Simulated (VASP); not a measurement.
# Ir (P6_3/mmc) in VASP: further runs

Ir is run at these levels: LDA; tasks: single point.

Program: VASP 6.6.1. These are calculated values, not measurements. Logs are shortened: lines on timing, memory, paths and dates and some standing lists are left out, and cuts for length are marked.

**1. The cell of the first run**

The structure is hexagonal, space group P6_3/mmc (No. 194). Conventional cell: a = 2.579 Å, b = 2.579 Å, c = 4.532 Å, α = 90.00°, β = 90.00°, γ = 120.00°. Within 3.4 Å of Ir (site symmetry -6m2) lie 12 Ir at 2.58 to 2.71 Å.

This isn't the form of Ir at room conditions, which is fcc.

**2. Single point, LDA**

Contents of INCAR:

```
PREC = Accurate
ENCUT = 560
EDIFF = 1E-6
ISMEAR = 0
SIGMA = 0.15
LREAL = False
LASPH = True
NELM = 120
ALGO = Normal
ISIF = 2
LWAVE = False
LCHARG = False
NBANDS = 24
GGA_COMPAT = False
```

Contents of KPOINTS:

```
Automatic mesh
0
Gamma
  18 18 10
```

Contents of POSCAR:

```
Ir
1.0
    2.5790000000      0.0000000000      0.0000000000
   -1.2895000000      2.2334795163      0.0000000000
    0.0000000000      0.0000000000      4.5325000000
Ir
2
Direct
    0.6666666667      0.3333333333      0.7500000000
    0.3333333333      0.6666666667      0.2500000000
```

Potentials or basis: VASP PAW LDA potentials, release 64 (Ir_sv_GW).

On the command line:

```
cat potpaw_LDA.64/Ir_sv_GW/POTCAR > POTCAR
mpirun -np 1 vasp_std > vasp.out
```

OUTCAR:

```text
PREC = Accurate
   ENCUT = 560
   EDIFF = 1E-6
   ISMEAR = 0
   LREAL = False
   LASPH = True
   NELM = 120
   ISIF = 2

 ion  position               nearest neighbor table
   1  0.667  0.333  0.750-   2 2.71   2 2.71   2 2.71   2 2.71   2 2.71   2 2.71
   2  0.333  0.667  0.250-   1 2.71   1 2.71   1 2.71   1 2.71   1 2.71   1 2.71

  LATTYP: Found a hexagonal cell.
 ALAT       =     2.5790000000
 C/A-ratio  =     1.7574641334

  Lattice vectors:

 A1 = (   2.5790000000,   0.0000000000,   0.0000000000)
 A2 = (  -1.2895000000,   2.2334795163,   0.0000000000)
 A3 = (   0.0000000000,   0.0000000000,   4.5325000000)

Analysis of symmetry for initial positions (statically):
=====================================================================
 Subroutine PRICEL returns:
 Original cell was already a primitive cell.

 Routine SETGRP: Setting up the symmetry group for a
 hexagonal supercell.

 Subroutine GETGRP returns: Found 24 space group operations
 (whereof 12 operations were pure point group operations)
 out of a pool of 24 trial point group operations.

The static configuration has the point symmetry D_3d.
 The point group associated with its full space group is D_6h.

Analysis of symmetry for dynamics (positions and initial velocities):
=====================================================================
 Subroutine PRICEL returns:
 Original cell was already a primitive cell.

 Routine SETGRP: Setting up the symmetry group for a
 hexagonal supercell.

 Subroutine GETGRP returns: Found 24 space group operations
 (whereof 12 operations were pure point group operations)
 out of a pool of 24 trial point group operations.

The dynamic configuration has the point symmetry D_3d.
 The point group associated with its full space group is D_6h.

 Subroutine INISYM returns: Found 24 space group operations
 (whereof 12 operations are pure point group operations),
 and found     1 'primitive' translations

----------------------------------------------------------------------------------------

                                     Primitive cell

  volume of cell :      26.1079

  direct lattice vectors                    reciprocal lattice vectors
     2.579000000  0.000000000  0.000000000     0.387747189  0.223865944  0.000000000
    -1.289500000  2.233479516  0.000000000     0.000000000  0.447731888  0.000000000
     0.000000000  0.000000000  4.532500000     0.000000000  0.000000000  0.220628792

  length of vectors
     2.579000000  2.579000000  4.532500000     0.447731888  0.447731888  0.220628792

  position of ions in fractional coordinates (direct lattice)
     0.666666667  0.333333333  0.750000000
     0.333333333  0.666666667  0.250000000

  ion indices of the primitive-cell ions
   primitive index   ion index
                 1           1
                 2           2

----------------------------------------------------------------------------------------

 KPOINTS: Automatic mesh

Automatic generation of k-mesh.
 Grid dimensions read from file:
 generate k-points for:   18   18   10

 Generating k-lattice:

  Cartesian coordinates                     Fractional coordinates (reciprocal lattice)
     0.021541510  0.012436997  0.000000000     0.055555556  0.000000000  0.000000000
     0.000000000  0.024873994  0.000000000     0.000000000  0.055555556  0.000000000
     0.000000000  0.000000000  0.022062879     0.000000000  0.000000000  0.100000000

  Length of vectors
     0.024873994  0.024873994  0.022062879

  Shift w.r.t. Gamma in fractional coordinates (k-lattice)
     0.000000000  0.000000000  0.000000000

 Subroutine IBZKPT returns following result:
 ===========================================

 Found    222 irreducible k-points:

 Following reciprocal coordinates:
            Coordinates               Weight
  0.000000  0.000000  0.000000      1.000000
  0.055556  0.000000  0.000000      6.000000
  0.111111  0.000000  0.000000      6.000000
  0.166667  0.000000  0.000000      6.000000
  0.222222  0.000000  0.000000      6.000000
  0.277778  0.000000  0.000000      6.000000
[... 16 lines left out ...]
  0.333333  0.111111  0.000000     12.000000
  0.388889  0.111111  0.000000     12.000000
 [... further k-points ...]
   k-points           NKPTS =    222   k-points in BZ     NKDIM =    222   number of bands    NBANDS=     24
   number of dos      NEDOS =    301   number of ions     NIONS =      2
   total plane-waves  NPLWV =  14400
   dimension x,y,z NGX =    20 NGY =   20 NGZ =   36
   dimension x,y,z NGXF=    40 NGYF=   40 NGZF=   72
   ions per type =               2
   NGX,Y,Z   is equivalent  to a cutoff of  12.89, 12.89, 13.20 a.u.
   NGXF,Y,Z  is equivalent  to a cutoff of  25.78, 25.78, 26.41 a.u.
 SYSTEM =  unknown system
   PREC   = accura    normal or accurate (medium, high low for compatibility)
   ISTART =      0    job   : 0-new  1-cont  2-samecut
   ICHARG =      2    charge: 1-file 2-atom 10-const
   ISPIN  =      1    spin polarized calculation?
   LNONCOLLINEAR =      F non collinear calculations
   LSORBIT =      F    spin-orbit coupling
   LASPH  =      T    aspherical Exc in radial PAW
   ENCUT  =  560.0 eV  41.16 Ry    6.42 a.u.   4.98  4.98  8.75*2*pi/ulx,y,z
   NELM   =    120;   NELMIN=  2; NELMDL= -5     # of ELM steps
   EDIFF  = 0.1E-05   stopping-criterion for ELM
   LREAL  =      F    real-space projection
   EDIFFG = 0.1E-04   stopping-criterion for IOM
   NSW    =      0    number of steps for IOM
   IBRION =     -1    ionic relax: 0-MD 1-quasi-New 2-CG
   NFREE  =      0    steps in history (QN), initial steepest desc. (CG)
   ISIF   =      2    stress and relaxation
   ISYM   =      2    0-nonsym 1-usesym 2-fastsym
   POTIM  = 0.5000    time-step for ionic-motion
   TEBEG  =    0.0;   TEEND  =   0.0 temperature during run
   PSTRESS=    0.0 pullay stress
   NELECT =      34.0000    total number of electrons
   NUPDOWN=      -1.0000    fix difference up-down
   EMIN   =  10.00;   EMAX   =-10.00  energy-range for DOS
   EFERMI =   0.00;   METHOD = LEGACY
   ISMEAR =     0;   SIGMA  =   0.15  broadening in eV -4-tet -1-fermi 0-gaus
   EFERMI_NEDOS =   21; number of points for ismear=-14 and -15
   IALGO  =     38    algorithm
   IMIX   =      4    mixing-type and parameters
     AMIX     =   0.40;   BMIX     =  1.00
     AMIX_MAG =   1.60;   BMIX_MAG =  1.00
  volume/ion in A,a.u.               =      13.05        88.09
  Fermi-wavevector in a.u.,A,eV,Ry     =   1.787766  3.378389 43.485697  3.196109
  Thomas-Fermi vector in A             =   2.851079
   LORBIT       =      0    0 simple, 1 ext, 2 COOP (PROOUT), +10 PAW based schemes
   GGA     = CA    functional components
   LHFCALC =     F    Hartree Fock is set to
   AEXX    =    0.0000 exact exchange contribution
   IVDW    =     0    specifies the selected vdW correction
   LEPSILON=     F    determine dielectric tensor
   LRPA    =     F    only Hartree local field effects (RPA)
 non-spin polarized calculation
 Gauss-broadening in eV      SIGMA  =   0.15
  energy-cutoff  :      560.00
  volume of cell :       26.11
 maximum number of plane-waves:       825
 NGX is ok and might be reduce to    20
   NGX =  9   NGY =  9   NGZ = 17

 number of electron      34.0000000 magnetization

 Free energy of the ion-electron system (eV)
  ---------------------------------------------------
  ext. energy  EPLUGINS =         0.00000000
  ---------------------------------------------------
  free energy    TOTEN  =       -21.31920884 eV

  energy without entropy =      -21.29673222  energy(sigma->0) =      -21.30797053

 E-fermi :  14.3008     XC(G=0): -15.2957

 val. band max:       14.2991719831   @ k =   0.2222   0.1111   0.4000
 cond. band min:      14.3068295641   @ k =   0.3333   0.0000   0.0000
 fundamental gap:      0.0076575809
 Fermi energy:        14.3007793543

 k-point     1 :       0.0000    0.0000    0.0000
  band No.  band energies     occupation
      1     -78.4816      2.00000
      2     -78.4127      2.00000
      3     -35.9805      2.00000
      4     -35.1109      2.00000
      5     -35.1058      2.00000
      6     -35.1058      2.00000
[... 16 lines left out ...]
     23      28.9040      0.00000
     24      30.8128      0.00000

 k-point     2 :       0.0556    0.0000    0.0000
  band No.  band energies     occupation
      1     -78.4782      2.00000
      2     -78.4105      2.00000
      3     -35.9703      2.00000
      4     -35.1380      2.00000
      5     -35.1149      2.00000
      6     -35.1121      2.00000
[... 16 lines left out ...]
     23      29.1406      0.00000
     24      31.0990      0.00000

 k-point     3 :       0.1111    0.0000    0.0000
  band No.  band energies     occupation
      1     -78.4698      2.00000
      2     -78.4041      2.00000
      3     -35.9408      2.00000
      4     -35.2305      2.00000
      5     -35.1405      2.00000
      6     -35.1375      2.00000
[... 16 lines left out ...]
     23      29.7771      0.00000
     24      31.9021      0.00000

 k-point     4 :       0.1667    0.0000    0.0000
  band No.  band energies     occupation
      1     -78.4555      2.00000
      2     -78.3943      2.00000
      3     -35.8938      2.00000
      4     -35.3711      2.00000
      5     -35.2783      2.00000
      6     -35.1792      2.00000
[... 16 lines left out ...]
     23      30.4380      0.00000
     24      32.8140      0.00000

 k-point     5 :       0.2222    0.0000    0.0000
  band No.  band energies     occupation
      1     -78.4376      2.00000
      2     -78.3829      2.00000
      3     -35.8330      2.00000
      4     -35.5429      2.00000
      5     -35.4474      2.00000
      6     -35.2260      2.00000
[... 16 lines left out ...]
     23      30.1266      0.00000
     24      32.7590      0.00000

 k-point     6 :       0.2778    0.0000    0.0000
  band No.  band energies     occupation
      1     -78.4180      2.00000
      2     -78.3706      2.00000
      3     -35.7628      2.00000
      4     -35.7227      2.00000
      5     -35.6230      2.00000
      6     -35.2745      2.00000
[... 16 lines left out ...]
     23      29.2478      0.00000
     24      31.2423      0.00000
[... 379 lines left out ...]
 k-point    21 :       0.2222    0.1111    0.0000
  band No.  band energies     occupation
      1     -78.4124      2.00000
      2     -78.3669      2.00000
      3     -35.7400      2.00000
      4     -35.7267      2.00000
      5     -35.6631      2.00000
      6     -35.3096      2.00000
[... 16 lines left out ...]
     23      29.4361      0.00000
     24      29.8788      0.00000

 k-point    22 :       0.2778    0.1111    0.0000
  band No.  band energies     occupation
      1     -78.3948      2.00000
      2     -78.3572      2.00000
      3     -35.8780      2.00000
      4     -35.7938      2.00000
      5     -35.6681      2.00000
      6     -35.3702      2.00000
[... 16 lines left out ...]
     23      28.0240      0.00000
     24      29.1357      0.00000

 k-point    23 :       0.3333    0.1111    0.0000
  band No.  band energies     occupation
      1     -78.3794      2.00000
      2     -78.3499      2.00000
      3     -36.0001      2.00000
      4     -35.8985      2.00000
      5     -35.5995      2.00000
      6     -35.4192      2.00000
[... 16 lines left out ...]
     23      26.6214      0.00000
     24      28.5850      0.00000

 k-point    24 :       0.3889    0.1111    0.0000
  band No.  band energies     occupation
      1     -78.3686      2.00000
      2     -78.3456      2.00000
      3     -36.0791      2.00000
      4     -35.9660      2.00000
      5     -35.5454      2.00000
      6     -35.4505      2.00000
[... 16 lines left out ...]
     23      25.4125      0.00000
     24      28.2402      0.00000

 [... further k-points ...]

------------------------ aborting loop because EDIFF is reached ----------------------------------------

  FORCE on cell =-STRESS in cart. coord.  units (eV):
  Direction    XX          YY          ZZ          XY          YZ          ZX
  --------------------------------------------------------------------------------------
  -------------------------------------------------------------------------------------
  Total        7.6810045      7.6810045      0.5623189      0.0000000      0.0000000      0.0000000
  in kB      471.3651511    471.3651511     34.5081874      0.0000000      0.0000000      0.0000000
  external PRESSURE =     325.7461632 kB  Pullay stress =       0.0000000 kB

 VOLUME and BASIS-vectors are now :
 -----------------------------------------------------------------------------
  energy-cutoff  :      560.00
  volume of cell :       26.11
      direct lattice vectors                 reciprocal lattice vectors
     2.579000000  0.000000000  0.000000000     0.387747189  0.223865944  0.000000000
    -1.289500000  2.233479516  0.000000000     0.000000000  0.447731888  0.000000000
     0.000000000  0.000000000  4.532500000     0.000000000  0.000000000  0.220628792

 POSITION                                       TOTAL-FORCE (eV/Angst)
 -----------------------------------------------------------------------------------
      1.28950      0.74449      3.39938        -0.000000     -0.000000      0.000000
     -0.00000      1.48899      1.13312         0.000000      0.000000      0.000000
 -----------------------------------------------------------------------------------
    total drift:                               -0.000000      0.000000     -0.000000

  FREE ENERGIE OF THE ION-ELECTRON SYSTEM (eV)
  ---------------------------------------------------
  free  energy   TOTEN  =       -21.3192088448 eV

  energy  without entropy=      -21.2967322169  energy(sigma->0) =      -21.30797053
```

It took 1.9 min on 1 thread of Intel Xeon Platinum 8259CL at 2.50GHz (Skylake/Cascade Lake), shared host; peak memory 0.24 GiB.

What came out:

```yaml
Free_energy: -21.3192 eV
Pressure: 32.6 GPa
Band_gap_on_the_k_mesh: zero (bands 17 and 18 overlap by 4.25 eV)
```

Caveat: the stress differs along the axes, from 3 to 47 GPa; spin-orbit coupling is left out, which moves the levels of the heavy elements.

**3. Single point, LDA**

This run uses another cell than the first one, of 15.04 Å³/atom.

Changes to INCAR since step 2:

```diff
@@ -11,3 +11,5 @@
 LWAVE = False
-LCHARG = False
+LCHARG = True
+LELF = True
+LVHAR = True
 NBANDS = 24
```

Contents of KPOINTS:

```
regular mesh
0
Gamma
  18 18 10
```

Contents of POSCAR:

```
Ir
1.0
    2.7684000000      0.0000000000      0.0000000000
   -1.3842000000      2.3975047278      0.0000000000
    0.0000000000      0.0000000000      4.5325000000
Ir
2
Direct
    0.6666666667      0.3333333333      0.7500000000
    0.3333333333      0.6666666667      0.2500000000
```

Potentials or basis: VASP PAW LDA potentials, release 64 (Ir_sv_GW).

On the command line:

```
cat potpaw_LDA.64/Ir_sv_GW/POTCAR > POTCAR
mpirun -np 1 vasp_std > vasp.out
```

Run time: 82 s. Hardware: 1 thread of Intel Xeon Platinum 8375C at 2.90GHz (Ice Lake), shared host; peak memory 0.26 GiB.

It converged, with:

| Property | Result |
| --- | --- |
| Free energy | -21.4843 eV |
| Pressure | -26.4 GPa |
| Band gap on the k mesh | zero (bands 17 and 18 overlap by 3.08 eV) |

Stress tensor (GPa, compression positive):
```
-25.28   0.00   0.00
  0.00 -25.28   0.00
  0.00   0.00 -28.66
```

Levels at points of the mesh, in eV from the Fermi level:
```
           k point  band 15  band 16  band 17  band 18  band 19  band 20
(0.00, 0.00, 0.00)    -2.93    -2.10    -2.10    -0.69     0.26     0.26
(0.50, 0.00, 0.00)    -2.79     0.71     0.84     1.06     2.79     4.18
(0.00, 0.00, 0.50)    -3.60    -3.60    -0.43    -0.43    -0.43    -0.43
(0.50, 0.00, 0.50)    -0.82    -0.82     0.92     0.92     1.95     1.95
```

Caveat: the cell stands under tension; spin-orbit coupling is left out, which moves the levels of the heavy elements.

[end of part 1 of 2]
